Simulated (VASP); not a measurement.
Wanted: the native input for a VASP 6.6.1 run.

| Property | Result |
| --- | --- |
| Task | single point |
| Functional | LDA |
| Potentials or basis | VASP PAW LDA potentials, release 64 (Al, Cu) |
| Cutoff | 520 eV |
| k mesh | 3 × 3 × 3 |
| Occupations | gaussian, width 0.1 eV |
| Spin | no spin polarisation |
| Dipole correction | no |
| Further INCAR settings | LREAL = Auto; ALGO = Normal; EDIFF = 1e-06; NBANDS = 72 |

The structure of Al30Cu (a cell with a defect) lies in POSCAR:

```
Al30Cu
1.0
    8.1000000000      0.0000000000      0.0000000000
    0.0000000000      8.1000000000      0.0000000000
    0.0000000000      0.0000000000      8.1000000000
Al Cu
30 1
Direct
    0.4917023457     -0.0140546914     -0.0075500000
    0.7477341975      0.2504623457      0.0012676543
    0.7492039506      0.0032729630      0.2499264198
    0.0017869136      0.0043614815      0.0065272840
    0.2503249383      0.2503566667      0.0076554321
    0.4917676543      0.5145397531     -0.0074887654
    0.7514580247      0.7504160494     -0.0020400000
    0.2485655556     -0.0030918519      0.2511740741
    0.5005382716      0.2504493827      0.2484477778
    0.7491823457      0.4977722222      0.2499028395
    0.5058125926      0.0043816049      0.5025070370
    0.7537113580      0.2505534568      0.5002083951
    0.7504523457     -0.0030719753      0.7492859259
    0.0019162963      0.4966340741      0.0066330864
   -0.0005209877      0.2505362963      0.2544471605
    0.2485695062      0.5041359259      0.2511793827
    0.4972540741      0.7504058025      0.2522479012
   -0.0000434568     -0.0011513580      0.5006776543
    0.2508462963      0.2506358025      0.4921067901
    0.5059187654      0.4966302469      0.5026474074
    0.7499283951      0.7506103704      0.5037261728
    0.2472340741      0.0191177778      0.7479397531
    0.5069234568      0.2503488889      0.7510833333
    0.7504486420      0.5041364198      0.7492974074
    0.0029755556      0.7506024691      0.2506298765
   -0.0001248148      0.5023985185      0.5005940741
    0.2627235802      0.7505380247      0.5162477778
   -0.0086350617      0.2506200000      0.7515680247
    0.2472309877      0.4818980247      0.7479496296
    0.0154980247      0.7505280247      0.7634495062
    0.3400572840      0.7500029630     -0.1592877778
```

One way to write it, as run:

INCAR

```
PREC = Accurate
ENCUT = 520
EDIFF = 1E-6
ISMEAR = 0
SIGMA = 0.1
LREAL = Auto
LASPH = T
NELM = 60
ALGO = Normal
ISIF = 2
LWAVE = F
LCHARG = T
GGA = CA
LELF = T
LVHAR = T
NBANDS = 72
```

KPOINTS

```
regular mesh
0
Gamma
  3 3 3
```

Potentials or basis: VASP PAW LDA potentials, release 64 (Al, Cu).

Launch:

```sh
$ cat potpaw_LDA.64/Al/POTCAR potpaw_LDA.64/Cu/POTCAR > POTCAR
$ mpirun -np 1 vasp_std > vasp.out
```

It gave:

The pressure is -4.5 GPa, the largest force is 0.028 eV/Å and the band gap on the k mesh is zero (an odd number of electrons rules out a gap without spin polarisation).

Wall time 19 min on 1 thread of Oxide Virtual Turin-like Processor (shared host), peak memory 0.55 GiB.
